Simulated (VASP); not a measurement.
Ni2O: relaxation of cell and atoms with PBE

Crystal: Ni2O.

```xyz
6
Lattice="0.0000 4.0980 4.0980 4.0980 0.0000 4.0980 4.0980 4.0980 0.0000" Properties=species:S:1:pos:R:3 pbc="T T T"
Ni    1.0245    1.0245    1.0245
Ni    1.0245    3.0735    3.0735
Ni    3.0735    3.0735    1.0245
Ni    3.0735    1.0245    3.0735
O     0.0000    0.0000    0.0000
O     2.0490    2.0490    2.0490
```

```yaml
Program: VASP 6.6.1
Task: relaxation of cell and atoms
Functional: PBE
Potentials_or_basis: VASP PAW PBE potentials, release 64 (Ni, O)
Cutoff: 600 eV
k_mesh: 8 × 8 × 8
Occupations: gaussian, width 0.1 eV
Spin: no spin polarisation
Dipole_correction: no
Further_INCAR_settings: ALGO = Normal; EDIFF = 1e-07; IBRION = 2; EDIFFG = -0.01; NSW = 100; ISIF = 3
```

The relaxed volume is 23.06 Å³/atom. The relaxed cell is a = 5.805 Å, b = 5.805 Å, c = 5.805 Å, α = 60.00°, β = 60.00°, γ = 60.00°. The space group after relaxing (to 0.1 Å) is Fd-3m (No. 227), the energy gained by relaxing is 0.1 meV/atom and the ionic steps are 3. The pressure after relaxing is 0.0 GPa. The band gap on the k mesh is zero (bands 26 and 27 overlap by 0.96 eV).

The path:
```csv
step,energy change (eV),largest force (eV/Å),pressure (GPa),volume (Å³)
1,0.0000,0.0000,0.34,137.64
2,-0.0006,0.0000,-0.13,138.61
3,-0.0007,0.0000,0.00,138.33
```

Final structure:
```yaml
crystal:
  lattice:
    - [0.00000, 4.10485, 4.10485]
    - [4.10485, 0.00000, 4.10485]
    - [4.10485, 4.10485, 0.00000]
  atoms:
    - { symbol: Ni, position: [0.12500, 0.12500, 0.12500] }
    - { symbol: Ni, position: [0.62500, 0.12500, 0.12500] }
    - { symbol: Ni, position: [0.12500, 0.12500, 0.62500] }
    - { symbol: Ni, position: [0.12500, 0.62500, 0.12500] }
    - { symbol: O, position: [0.00000, 0.00000, 0.00000] }
    - { symbol: O, position: [0.25000, 0.25000, 0.25000] }
```

Levels at points of the mesh, in eV from the Fermi level:
| k point | band 22 | band 23 | band 24 | band 25 | band 26 | band 27 | band 28 | band 29 | band 30 | band 31 |
| --- | --- | --- | --- | --- | --- | --- | --- | --- | --- | --- |
| (0.00, 0.00, 0.00) | -0.45 | -0.27 | -0.27 | -0.27 | 0.79 | 0.79 | 0.79 | 1.84 | 4.73 | 4.73 |
| (0.50, 0.00, 0.00) | -0.63 | -0.47 | -0.47 | -0.27 | -0.15 | 0.37 | 0.37 | 2.93 | 3.03 | 4.19 |
| (0.50, 0.50, 0.00) | -0.57 | -0.46 | -0.46 | -0.20 | -0.20 | -0.03 | -0.03 | 3.14 | 3.14 | 4.23 |

Run time: 4.7 min on 1 thread of AMD EPYC 9R45 96-Core Processor (Zen 5), on a shared host, peak memory 0.37 GiB.

Caveat: the run has no spin polarisation, though such a crystal can be magnetic. Spin polarisation is off, so any magnetic state and its effect on volume and gap are missing.
